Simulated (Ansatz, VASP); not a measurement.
**Two plane-wave programs on Al**

The input INCAR:

```
SYSTEM = Al
PREC = Accurate ; ENCUT = 520
EDIFF = 1E-6 ; ISMEAR = -1
SIGMA = 0.05 ; LREAL = .FALSE.
LASPH = .TRUE. ; NELM = 100
ALGO = Fast ; ISIF = 2
LWAVE = .FALSE. ; LCHARG = .FALSE.
GGA = CA ; NBANDS = 10
```

KPOINTS

```
Automatic mesh
0
G
  6 6 3
  0 0 0
```

Contents of POSCAR:

```
Al
1.0
    2.8124553515      0.0000000000      0.0000000000
   -1.4062276757      2.4356577814      0.0000000000
    0.0000000000      0.0000000000      4.8668500000
Al
2
Direct
    0.3333333333      0.6666666667      0.2500000000
    0.6666666667      0.3333333333      0.7500000000
```

File input.yaml:

```yaml
crystal:
  lattice:
    - [2.8124553515, 0.0, 0.0]
    - [-1.4062276757, 2.4356577814, 0.0]
    - [0.0, 0.0, 4.86685]
  atoms:
    - { symbol: Al, position: [0.3333333333, 0.6666666667, 0.25] }
    - { symbol: Al, position: [0.6666666667, 0.3333333333, 0.75] }
hamiltonian:
  xc: lda
  pseudopotentials: { kind: paw }
kpoints:
  mp_grid: { grid: [6, 6, 3] }
scf:
  occupations: { method: fermi_dirac, width: 0.05 }
  n_extra_bands: 6
output:
  forces: true
  stress: true
  eigenvalues: true
  dos: { projected: true, de: 0.05, nscf_kmesh: { grid: [9, 9, 5] } }
  write_density: true
  write_potential: true
  elf: true
  volumetric_format: npy
```

Alike in both runs: functional LDA; k mesh 6 × 6 × 3; occupations fermi-dirac, width 0.05 eV; no spin polarisation.

|  | VASP | Ansatz |
| --- | --- | --- |
| version | VASP 6.6.1 | Ansatz 0.2.0 |
| potentials or method | VASP PAW LDA potentials, release 64 (Al) | Ansatz PAW |
| plane-wave cutoff (eV) | 520 | 420 |
| valence electrons in the cell | 6 | 6 |
| task | single point | projected density of states |

|  | VASP | Ansatz | Ansatz less VASP |
| --- | --- | --- | --- |
| gap on the k mesh at the Fermi level (eV) | none | none | - |
| pressure (GPa) | -1.3 | -1.4 | -0.07 |
| traceless stress, the component that is largest in VASP (GPa) | -5.06 | -5.04 | +0.024 |

LDA's correlation is that of Perdew and Zunger in VASP and of Perdew and Wang (1992) in Ansatz. A gap of «none» marks a metal or a gap that the smearing closes.

The k mesh is coarse, so the values compare programs but aren't converged.
